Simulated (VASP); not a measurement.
# GaSb: single point with PBEsol-based screened hybrid

The system is GaSb.

```
CELL_PARAMETERS angstrom
-2.62628 2.62628 1.65294
2.62628 -2.62628 1.65294
2.62628 2.62628 -1.65294
ATOMIC_POSITIONS crystal
Sb 0.00000 0.00000 0.00000
Ga 0.75000 0.25000 0.50000
```

```
Program             : VASP 6.6.1
Task                : single point
Functional          : PBEsol-based screened hybrid
Potentials or basis : VASP PAW PBE potentials, release 64 (Sb, Ga_d)
Cutoff              : 520 eV
k mesh              : 5 × 5 × 5
Occupations         : fermi-dirac, width 0.05 eV
Spin                : no spin polarisation
```

The pressure is -0.5 GPa. The band gap on the k mesh is zero (band 9 reaches 9.39 eV, above the bottom of band 10 at 5.15 eV).

Stress tensor (GPa, compression positive):
```
-0.59  0.00  0.00
 0.00 -0.59  0.00
 0.00  0.00 -0.41
```

Levels at points of the mesh, in eV from the Fermi level:
| k point | band 7 | band 8 | band 9 | band 10 | band 11 | band 12 |
| --- | --- | --- | --- | --- | --- | --- |
| (0.00, 0.00, 0.00) | -1.88 | -1.88 | -1.70 | 4.16 | 4.88 | 7.52 |

Wall time 34 min on 1 thread of Intel(R) Xeon(R) Platinum 8488C (Sapphire Rapids), with other jobs on the host, peak memory 0.29 GiB.

Caveat: the k points lie up to 0.45 Å⁻¹ apart; the PAW data sets were made with another functional, which shifts forces and pressure a little; spin-orbit coupling is left out, which moves the levels of the heavy elements.
